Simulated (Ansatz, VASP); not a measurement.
AlAs: VASP beside Ansatz

```xyz
2
Lattice="0.0000 2.9563 2.9563 2.9563 0.0000 2.9563 2.9563 2.9563 0.0000" Properties=species:S:1:pos:R:3 pbc="T T T"
Al    0.0000    0.0000    0.0000
As    1.4781    1.4781    1.4781
```

Alike in both runs: task single point; functional PBE; k mesh 8 × 8 × 8; occupations gaussian, width 0.02 eV; no spin polarisation.

|  | VASP | Ansatz |
| --- | --- | --- |
| version | VASP 6.6.1 | Ansatz 0.2.0 |
| potentials or method | VASP PAW PBE potentials, release 64 (Al, As), cutoff 500 eV | scalar-relativistic, plane waves, PAW |
| valence electrons in the cell | 8 | 18 |

VASP gave:

- gap on the k mesh at the Fermi level (eV): 1.07
- least direct gap on the mesh (eV): 1.07
- pressure (GPa): -5.1

Question: Which values does Ansatz return?

Answer: gap on the k mesh at the Fermi level (eV): 1.07; least direct gap on the mesh (eV): 1.07; pressure (GPa): -5.2.

VASP's potentials hold 8 valence electrons a cell and Ansatz's 18, so a difference there can come from the potentials and not from the codes.
